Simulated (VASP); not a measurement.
# P in VASP: a series of runs

P is run at these levels: PBEsol; tasks: single point.

All numbers are computed with VASP 6.6.1; they aren't measurements. Logs are shortened: lines on timing, memory, paths and dates and some standing lists are left out, and cuts for length are marked.

### 1 The cell of the first run

The cell holds a slab with vacuum, 4 atoms: a = 3.120 Å, b = 33.114 Å, c = 4.400 Å, α = 90.00°, β = 90.00°, γ = 90.00°.

### 2 Single point, PBEsol (strain -0.050 along x and y, -0.050 along z)

The input, INCAR:

```
SYSTEM = P
ALGO = Normal
EDIFF = 1E-7
ENCUT = 520
GGA = PS
ISIF = 2
ISMEAR = 0
LASPH = .True.
LCHARG = .False.
LREAL = .False.
LWAVE = .False.
NBANDS = 18
NELM = 60
PREC = Accurate
SIGMA = 0.05
```

The input, KPOINTS:

```
k-points
0
Gamma
  8 1 6
  0 0 0
```

The input, POSCAR:

```
P
1.0
    3.1195413340      0.0000000000      0.0000000000
    0.0000000000     33.1141794405      0.0000000000
    0.0000000000      0.0000000000      4.4004804745
P
4
Direct
    0.0000000000      0.9702614300      0.5921507200
    0.0000000000      0.0297385700      0.4078492800
    0.5000000000      0.0297385700      0.0921507200
    0.5000000000      0.9702614300      0.9078492800
```

Potentials or basis: VASP PAW PBE potentials, release 64 (P).

Started as:

```sh
> cat potpaw_PBE.64/P/POTCAR > POTCAR
> mpirun -np 1 vasp_std > vasp.out
```

OUTCAR:

```text
SYSTEM = P
   EDIFF = 1E-7
   ENCUT = 520
   GGA = PS
   ISIF = 2
   ISMEAR = 0
   LASPH = .True.
   LREAL = .False.
   NELM = 60
   PREC = Accurate

 ion  position               nearest neighbor table
   1  0.000  0.970  0.592-   4 2.09   4 2.09   2 2.13
   2  0.000  0.030  0.408-   3 2.09   3 2.09   1 2.13
   3  0.500  0.030  0.092-   2 2.09   2 2.09   4 2.13
   4  0.500  0.970  0.908-   1 2.09   1 2.09   3 2.13

  LATTYP: Found a simple orthorhombic cell.
 ALAT       =     3.1195413340
 B/A-ratio  =     1.4106177811
 C/A-ratio  =    10.6150795566

  Lattice vectors:

 A1 = (  -3.1195413340,   0.0000000000,   0.0000000000)
 A2 = (   0.0000000000,   0.0000000000,   4.4004804745)
 A3 = (   0.0000000000,  33.1141794405,   0.0000000000)

Analysis of symmetry for initial positions (statically):
=====================================================================
 Subroutine PRICEL returns:
 Original cell was already a primitive cell.

 Routine SETGRP: Setting up the symmetry group for a
 simple orthorhombic supercell.

 Subroutine GETGRP returns: Found  8 space group operations
 (whereof  4 operations were pure point group operations)
 out of a pool of  8 trial point group operations.

The static configuration has the point symmetry C_2h.
 The point group associated with its full space group is D_2h.

Analysis of symmetry for dynamics (positions and initial velocities):
=====================================================================
 Subroutine PRICEL returns:
 Original cell was already a primitive cell.

 Routine SETGRP: Setting up the symmetry group for a
 simple orthorhombic supercell.

 Subroutine GETGRP returns: Found  8 space group operations
 (whereof  4 operations were pure point group operations)
 out of a pool of  8 trial point group operations.

The dynamic configuration has the point symmetry C_2h.
 The point group associated with its full space group is D_2h.

 Subroutine INISYM returns: Found  8 space group operations
 (whereof  4 operations are pure point group operations),
 and found     1 'primitive' translations

----------------------------------------------------------------------------------------

                                     Primitive cell

  volume of cell :     454.5743

[... 86 lines left out ...]
   NELM   =     60;   NELMIN=  2; NELMDL= -5     # of ELM steps
   EDIFF  = 0.1E-06   stopping-criterion for ELM
   LREAL  =      F    real-space projection
   EDIFFG = 0.1E-05   stopping-criterion for IOM
   NSW    =      0    number of steps for IOM
   IBRION =     -1    ionic relax: 0-MD 1-quasi-New 2-CG
   NFREE  =      0    steps in history (QN), initial steepest desc. (CG)
   ISIF   =      2    stress and relaxation
   ISYM   =      2    0-nonsym 1-usesym 2-fastsym
   POTIM  = 0.5000    time-step for ionic-motion
   TEBEG  =    0.0;   TEEND  =   0.0 temperature during run
   PSTRESS=    0.0 pullay stress
   NELECT =      20.0000    total number of electrons
   NUPDOWN=      -1.0000    fix difference up-down
   EMIN   =  10.00;   EMAX   =-10.00  energy-range for DOS
   EFERMI =   0.00;   METHOD = LEGACY
   ISMEAR =     0;   SIGMA  =   0.05  broadening in eV -4-tet -1-fermi 0-gaus
   EFERMI_NEDOS =   21; number of points for ismear=-14 and -15
   IALGO  =     38    algorithm
   IMIX   =      4    mixing-type and parameters
     AMIX     =   0.40;   BMIX     =  1.00
     AMIX_MAG =   1.60;   BMIX_MAG =  1.00
  volume/ion in A,a.u.               =     113.64       766.90
  Fermi-wavevector in a.u.,A,eV,Ry     =   0.577941  1.092149  4.544555  0.334015
  Thomas-Fermi vector in A             =   1.621047
   LORBIT       =      0    0 simple, 1 ext, 2 COOP (PROOUT), +10 PAW based schemes
   GGA     = PS    functional components
   LHFCALC =     F    Hartree Fock is set to
   AEXX    =    0.0000 exact exchange contribution
   IVDW    =     0    specifies the selected vdW correction
   LEPSILON=     F    determine dielectric tensor
   LRPA    =     F    only Hartree local field effects (RPA)
 non-spin polarized calculation
 Gauss-broadening in eV      SIGMA  =   0.05
  energy-cutoff  :      520.00
  volume of cell :      454.57
 maximum number of plane-waves:     12292
 NGX is ok and might be reduce to    24
   NGX = 11   NGY =123   NGZ = 17

 number of electron      20.0000001 magnetization

 Free energy of the ion-electron system (eV)
  ---------------------------------------------------
  ext. energy  EPLUGINS =         0.00000000
  ---------------------------------------------------
  free energy    TOTEN  =       -22.32614040 eV

  energy without entropy =      -22.32614040  energy(sigma->0) =      -22.32614040

 E-fermi :  -2.7711     XC(G=0):  -1.8992

 val. band max:       -2.9854322178   @ k =   0.1250   0.0000   0.0000
 cond. band min:      -2.2880961916   @ k =   0.0000   0.0000   0.0000
 fundamental gap:      0.6973360262
 Fermi energy:        -2.7711450939

 k-point     1 :       0.0000    0.0000    0.0000
  band No.  band energies     occupation
      1     -19.5226      2.00000
      2     -16.5725      2.00000
      3     -12.7828      2.00000
      4      -9.6776      2.00000
      5      -8.5887      2.00000
      6      -7.3997      2.00000
[... 397 lines left out ...]
      5      -8.8247      2.00000
      6      -8.8247      2.00000
[... 10 lines left out ...]
     17       3.5467      0.00000
     18       3.5467      0.00000

------------------------ aborting loop because EDIFF is reached ----------------------------------------

  FORCE on cell =-STRESS in cart. coord.  units (eV):
  Direction    XX          YY          ZZ          XY          YZ          ZX
  --------------------------------------------------------------------------------------
  -------------------------------------------------------------------------------------
  Total        8.7426483      5.1798159      6.6988888      0.0000000      0.0000000      0.0000000
  in kB       30.8140476     18.2566072     23.6106807      0.0000000      0.0000000      0.0000000
  external PRESSURE =      24.2271118 kB  Pullay stress =       0.0000000 kB

 VOLUME and BASIS-vectors are now :
 -----------------------------------------------------------------------------
  energy-cutoff  :      520.00
  volume of cell :      454.57
      direct lattice vectors                 reciprocal lattice vectors
     3.119541334  0.000000000  0.000000000     0.320559945  0.000000000  0.000000000
     0.000000000 33.114179441  0.000000000     0.000000000  0.030198544  0.000000000
     0.000000000  0.000000000  4.400480475     0.000000000  0.000000000  0.227247912

 POSITION                                       TOTAL-FORCE (eV/Angst)
 -----------------------------------------------------------------------------------
      0.00000     32.12941      2.60575        -0.000000     -1.319837     -1.338709
      0.00000      0.98477      1.79473         0.000000      1.319837      1.338709
      1.55977      0.98477      0.40551        -0.000000      1.319837     -1.338709
      1.55977     32.12941      3.99497         0.000000     -1.319837      1.338709
 -----------------------------------------------------------------------------------
    total drift:                               -0.000000      0.000000     -0.000000

  FREE ENERGIE OF THE ION-ELECTRON SYSTEM (eV)
  ---------------------------------------------------
  free  energy   TOTEN  =       -22.3261404018 eV

  energy  without entropy=      -22.3261404017  energy(sigma->0) =      -22.32614040
```

OSZICAR:

```text
N       E                     dE             d eps       ncg     rms          rms(c)
DAV:   1     0.146258019916E+03    0.14626E+03   -0.57758E+03   720   0.739E+02
DAV:   2    -0.414906919060E+01   -0.15041E+03   -0.13926E+03  1182   0.135E+02
DAV:   3    -0.223838937629E+02   -0.18235E+02   -0.18152E+02  1000   0.582E+01
[... 18 lines left out ...]
DAV:  22    -0.223261386743E+02   -0.31286E-05   -0.67376E-08   686   0.774E-04    0.117E-04
DAV:  23    -0.223261398228E+02   -0.11485E-05   -0.21351E-08   750   0.422E-04    0.191E-04
DAV:  24    -0.223261402345E+02   -0.41178E-06   -0.43718E-09   698   0.206E-04    0.659E-05
DAV:  25    -0.223261403517E+02   -0.11720E-06   -0.79333E-10   686   0.101E-04    0.542E-05
DAV:  26    -0.223261404018E+02   -0.50009E-07   -0.23224E-10   644   0.664E-05
   1 F= -.22326140E+02 E0= -.22326140E+02  d E =-.123949E-10
```

stdout:

```text
POSCAR found type information on POSCAR P
 POSCAR found :  1 types and       4 ions
 scaLAPACK will be used
 -----------------------------------------------------------------------------
|                                                                             |
|                                                                             |
|     You enforced a specific xc type in the INCAR file but a different       |
|     I HOPE YOU KNOW WHAT YOU ARE DOING!                                     |
|                                                                             |
 -----------------------------------------------------------------------------

 LDA part: xc-table for (Slater+PW92), standard interpolation
 POSCAR, INCAR and KPOINTS ok, starting setup
 FFT: planning ... GRIDC
 FFT: planning ... GRID_SOFT
 FFT: planning ... GRID
 WAVECAR not read
 entering main loop
```

Wall time 3.5 min (1 thread of Intel Xeon Platinum 8259CL at 2.50GHz (Skylake/Cascade Lake), shared host); peak memory 0.55 GiB.

What came out:

| Item | Value |
| --- | --- |
| Free energy | -22.3261 eV |
| Largest force | 1.880 eV/Å |
| Band gap on the k mesh | 0.70 eV (least direct gap 0.84 eV) |

Forces on the atoms (eV/Å):
```
P    0.000 -1.320 -1.339
P    0.000  1.320  1.339
P    0.000  1.320 -1.339
P    0.000 -1.320  1.339
```

Caveat: the cell differs from its parent crystal (strain -0.050 along x and y, -0.050 along z); there is no dipole correction, which matters where the two faces differ; the PAW data sets were made with another functional, which shifts forces and pressure a little.

### 3 Single point, PBEsol (strain -0.050 along x and y, -0.025 along z)

The input, INCAR:

```
SYSTEM = P
  PREC = Accurate
  ENCUT = 520
  EDIFF = 1E-6
  ISMEAR = 0
  SIGMA = 0.05
  LREAL = .False.
  LASPH = .True.
  NELM = 80
  ALGO = Normal
  ISIF = 2
  LWAVE = .False.
  LCHARG = .False.
  GGA = PS
  NBANDS = 18
```

The input, KPOINTS:

```
regular mesh
0
Gamma
  8 1 6
  0 0 0
```

Changes to POSCAR since step 2:

```diff
@@ -4,3 +4,3 @@
     0.0000000000     33.1141794405      0.0000000000
-    0.0000000000      0.0000000000      4.4004804745
+    0.0000000000      0.0000000000      4.5162825922
 P
```

Potentials or basis: VASP PAW PBE potentials, release 64 (P).

Started as:

```sh
> cat potpaw_PBE.64/P/POTCAR > POTCAR
> mpirun -np 1 vasp_std > vasp.out
```

Wall time 2.9 min (1 thread of Intel Xeon Platinum 8259CL at 2.50GHz (Skylake/Cascade Lake), shared host); peak memory 0.55 GiB.

The run converged. Its results:

| Item | Value |
| --- | --- |
| Free energy | -22.4742 eV |
| Largest force | 1.470 eV/Å |
| Band gap on the k mesh | 0.88 eV (least direct gap 0.97 eV) |

Forces on the atoms (eV/Å):
```
P    0.000 -1.208 -0.837
P    0.000  1.208  0.837
P    0.000  1.208 -0.837
P    0.000 -1.208  0.837
```

Levels at points of the mesh, in eV from the valence-band top:
```tsv
k point	band 7	band 8	band 9	band 10	band 11	band 12	band 13	band 14
(0.00, 0.00, 0.00)	-3.53	-1.97	-1.68	-0.10	0.88	1.70	3.22	3.61
(0.50, 0.00, 0.00)	-3.04	-3.04	-2.19	-2.19	1.07	1.07	2.10	2.10
(0.00, 0.00, 0.50)	-2.65	-2.65	-1.65	-1.65	2.52	2.52	3.94	3.94
(0.50, 0.00, 0.50)	-4.91	-4.91	-1.08	-1.08	2.40	2.40	3.66	3.66
```

Caveat: the cell differs from its parent crystal (strain -0.050 along x and y, -0.025 along z); there is no dipole correction, which matters where the two faces differ; the PAW data sets were made with another functional, which shifts forces and pressure a little.

### 4 Single point, PBEsol (strain -0.050 along x and y, +0.000 along z)

The input, INCAR:

```
ALGO     = Normal         # electronic algorithm
EDIFF    = 1E-6           # SCF threshold, eV
ENCUT    = 520            # plane-wave cutoff, eV
GGA      = PS             # functional
ISIF     = 2              # what is computed and relaxed
ISMEAR   = 0              # smearing method
LASPH    = True           # aspherical terms in the spheres
LCHARG   = False          # write CHGCAR
LREAL    = False          # projectors in reciprocal space
LWAVE    = False          # write WAVECAR
NBANDS   = 18             # bands
NELM     = 100            # most SCF steps
PREC     = Accurate       # precision mode
SIGMA    = 0.05           # smearing width, eV
```

The input, KPOINTS:

```
k-points
0
Gamma
  8 1 6
```

Changes to POSCAR since step 3:

```diff
@@ -4,3 +4,3 @@
     0.0000000000     33.1141794405      0.0000000000
-    0.0000000000      0.0000000000      4.5162825922
+    0.0000000000      0.0000000000      4.6320847100
 P
```

Started as:

```sh
> cat potpaw_PBE.64/P/POTCAR > POTCAR
> mpirun -np 1 vasp_std > vasp.out
```

Wall time 2.9 min (1 thread of Intel Xeon Platinum 8259CL at 2.50GHz (Skylake/Cascade Lake), shared host); peak memory 0.55 GiB.

Results (log left out):

- Free energy: -22.5670 eV
- Largest force: 1.154 eV/Å
- Band gap on the k mesh: 1.01 eV (least direct gap 1.12 eV)

Forces in eV/Å, atoms in the order of the input:
```
P    0.000 -1.094 -0.365
P    0.000  1.094  0.365
P    0.000  1.094 -0.365
P    0.000 -1.094  0.365
```

Levels at points of the mesh, in eV from the valence-band top:
| k point | band 8 | band 9 | band 10 | band 11 | band 12 | band 13 |
| --- | --- | --- | --- | --- | --- | --- |
| (0.00, 0.00, 0.00) | -1.83 | -1.35 | -0.07 | 1.05 | 1.97 | 3.41 |
| (0.50, 0.00, 0.00) | -2.93 | -2.05 | -2.05 | 1.06 | 1.06 | 2.18 |
| (0.00, 0.00, 0.50) | -2.32 | -1.73 | -1.73 | 2.72 | 2.72 | 3.98 |
| (0.50, 0.00, 0.50) | -4.72 | -0.93 | -0.93 | 2.52 | 2.52 | 3.39 |

Caveat: the cell differs from its parent crystal (strain -0.050 along x and y, +0.000 along z); there is no dipole correction, which matters where the two faces differ; the PAW data sets were made with another functional, which shifts forces and pressure a little.

### 5 Single point, PBEsol (strain -0.025 along x and y, -0.050 along z)

The input, INCAR:

```
  ALGO = Normal
  EDIFF = 1E-6
  ENCUT = 520
  GGA = PS
  ISIF = 2
  ISMEAR = 0
  LASPH = T
  LCHARG = F
  LREAL = F
  LWAVE = F
  NBANDS = 18
  NELM = 60
  PREC = Accurate
  SIGMA = 0.05
```

KPOINTS is that of step 4.

The input, POSCAR:

```
P
1.0
    3.2016345270      0.0000000000      0.0000000000
    0.0000000000     33.9856052152      0.0000000000
    0.0000000000      0.0000000000      4.4004804745
P
4
Direct
    0.0000000000      0.9702614300      0.5921507200
    0.0000000000      0.0297385700      0.4078492800
    0.5000000000      0.0297385700      0.0921507200
    0.5000000000      0.9702614300      0.9078492800
```

Started as:

```sh
> cat potpaw_PBE.64/P/POTCAR > POTCAR
> mpirun -np 1 vasp_std > vasp.out
```

Wall time 3.1 min (1 thread of Intel Xeon Platinum 8259CL at 2.50GHz (Skylake/Cascade Lake), shared host); peak memory 0.56 GiB.

Results (log left out):

```yaml
Free_energy: -22.6076 eV
Largest_force: 1.367 eV/Å
Band_gap_on_the_k_mesh: 0.65 eV (least direct gap 0.73 eV)
```

Forces in eV/Å, atoms in the order of the input:
```
P    0.000 -0.692 -1.179
P    0.000  0.692  1.179
P    0.000  0.692 -1.179
P    0.000 -0.692  1.179
```

Levels at points of the mesh, in eV from the valence-band top:
```csv
k point,band 6,band 7,band 8,band 9,band 10,band 11,band 12,band 13,band 14,band 15
"(0.00, 0.00, 0.00)",-4.40,-4.04,-2.26,-2.00,-0.08,0.65,1.23,2.61,3.55,4.17
"(0.50, 0.00, 0.00)",-5.52,-3.02,-3.02,-2.30,-2.30,1.16,1.16,2.07,2.07,3.73
"(0.00, 0.00, 0.50)",-3.31,-3.14,-3.14,-1.40,-1.40,2.01,2.01,3.75,3.75,3.81
"(0.50, 0.00, 0.50)",-5.64,-5.04,-5.04,-1.30,-1.30,2.15,2.15,4.23,4.23,5.33
```

Caveat: the cell differs from its parent crystal (strain -0.025 along x and y, -0.050 along z); there is no dipole correction, which matters where the two faces differ; the PAW data sets were made with another functional, which shifts forces and pressure a little.

[end of part 1 of 2]
